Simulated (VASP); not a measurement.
Write the native input for VASP 6.6.1 that does the following.

```
Task                   : relaxation of cell and atoms
Functional             : PBEsol
Potentials or basis    : VASP PAW PBE potentials, release 64 (Mo_sv)
Cutoff                 : 600 eV
k mesh                 : 16 × 16 × 16
Occupations            : gaussian, width 0.1 eV
Spin                   : no spin polarisation
Dipole correction      : no
Further INCAR settings : ALGO = Normal; EDIFF = 1e-06; IBRION = 2; EDIFFG = -0.002; NSW = 100; ISIF = 3
```

The structure of Mo lies in POSCAR:

```
Mo
1.0
   -1.5659380055      1.5659380055      1.5659380055
    1.5659380055     -1.5659380055      1.5659380055
    1.5659380055      1.5659380055     -1.5659380055
Mo
1
Direct
    0.0000000000      0.0000000000      0.0000000000
```

The input as run:

INCAR

```
PREC     = Accurate       # precision mode
ENCUT    = 600            # plane-wave cutoff, eV
EDIFF    = 1E-6           # SCF threshold, eV
ISMEAR   = 0              # smearing method
SIGMA    = 0.1            # smearing width, eV
LREAL    = False          # projectors in reciprocal space
LASPH    = True           # aspherical terms in the spheres
NELM     = 60             # most SCF steps
ALGO     = Normal         # electronic algorithm
ISIF     = 3              # what is computed and relaxed
LWAVE    = False          # write WAVECAR
LCHARG   = False          # write CHGCAR
GGA      = PS             # functional
IBRION   = 2              # ionic algorithm
NSW      = 100            # ionic steps
EDIFFG   = -0.002         # ionic threshold
```

KPOINTS

```
Automatic mesh
0
Gamma
  16 16 16
```

Potentials or basis: VASP PAW PBE potentials, release 64 (Mo_sv).

The run is started by

```bash
$ cat potpaw_PBE.64/Mo_sv/POTCAR > POTCAR
$ mpirun -np 1 vasp_std > vasp.out
```

Results of the run:

```json
{"Relaxed volume": "15.34 Å³/atom", "Relaxed cell": "a = 2.711 Å, b = 2.711 Å, c = 2.711 Å, α = 109.47°, β = 109.47°, γ = 109.47°", "Space group after relaxing (to 0.05 Å)": "Im-3m (No. 229)", "Energy gained by relaxing": "0.0 meV/atom", "Ionic steps": "3", "Pressure after relaxing": "0.0 GPa", "Band gap on the k mesh": "zero (band 7 reaches 16.89 eV, above the bottom of band 8 at 11.37 eV)"}
```

Caveat: the PAW data sets were made with another functional, which shifts forces and pressure a little.

Run time: 61 s on 1 thread of Intel(R) Xeon(R) Platinum 8259CL CPU @ 2.50GHz (Skylake/Cascade Lake) (shared host), peak memory 0.16 GiB.
